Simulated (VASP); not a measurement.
A run of VASP 6.6.1:

Contents of POSCAR:

```
SnTe
1.0
    0.0000000000      3.1717171644      3.1717171644
    3.1717171644      0.0000000000      3.1717171644
    3.1717171644      3.1717171644      0.0000000000
Te Sn
1 1
Direct
    0.5000000000      0.5000000000      0.5000000000
    0.0000000000      0.0000000000      0.0000000000
```

The input INCAR.step1:

```
SYSTEM = SnTe
PREC = Accurate
ENCUT = 520
EDIFF = 1E-5
ISMEAR = -1
SIGMA = 0.05
LREAL = .FALSE.
LASPH = .TRUE.
NELM = 60
ALGO = Normal
ISIF = 2
LWAVE = .TRUE.
LCHARG = .FALSE.
NBANDS = 17
GGA = PE
```

The input INCAR.step2:

```
SYSTEM = SnTe
PREC = Accurate
ENCUT = 520
EDIFF = 1E-6
ISMEAR = -1
SIGMA = 0.05
LREAL = .FALSE.
LASPH = .TRUE.
NELM = 60
ALGO = Normal
ISIF = 2
LWAVE = .FALSE.
LCHARG = .FALSE.
GGA = PE
LHFCALC = .TRUE.
HFSCREEN = 0.2079
PRECFOCK = Normal
NBANDS = 17
ISTART = 1
```

Contents of KPOINTS:

```
Automatic mesh
0
G
  4 4 4
  0 0 0
```

Potentials or basis: VASP PAW PBE potentials, release 64 (Te, Sn_d).

Run with:

```bash
$ cat potpaw_PBE.64/Te/POTCAR potpaw_PBE.64/Sn_d/POTCAR > POTCAR
$ cp INCAR.step1 INCAR
$ mpirun -np 1 vasp_std > vasp.out
$ cp INCAR.step2 INCAR
$ mpirun -np 1 vasp_std > vasp.out
```

Hardware: 1 thread of Intel Xeon 8259CL (shared host).

**Question.** How long does it take, and how much memory?

**Answer.** Run time: 33 min on 1 thread of Intel Xeon 8259CL, on a shared host, peak memory 0.32 GiB. Counts: k points 8.
